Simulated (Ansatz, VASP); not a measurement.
## Fe: VASP beside Ansatz

```
Fe
1.0
     2.46064    0.00000    0.00000
    -1.23032    2.13097    0.00000
     0.00000    0.00000    3.88995
Fe
2
Direct
  0.33333 0.66667 0.25000
  0.66667 0.33333 0.75000
```

Alike in both runs: functional PBE; k mesh 21 × 21 × 12; occupations gaussian, width 0.1 eV; no spin polarisation.

Ansatz relaxed the structure, and its values are those at the end. VASP's run is a single point on that final structure, the one shown.

|  | VASP | Ansatz |
| --- | --- | --- |
| version | VASP 6.6.1 | Ansatz 0.2.0 |
| potentials or method | VASP PAW PBE potentials, release 64 (Fe), cutoff 520 eV | scalar-relativistic, plane waves, PAW |
| valence electrons in the cell | 16 | 32 |

|  | VASP | Ansatz | Ansatz less VASP |
| --- | --- | --- | --- |
| gap on the k mesh at the Fermi level (eV) | none | none | - |
| pressure (GPa) | -0.7 | 0.0 | +0.66 |

A gap of «none» marks a metal or a gap that the smearing closes. VASP's potentials hold 16 valence electrons a cell and Ansatz's 32, so a difference there can come from the potentials and not from the codes.
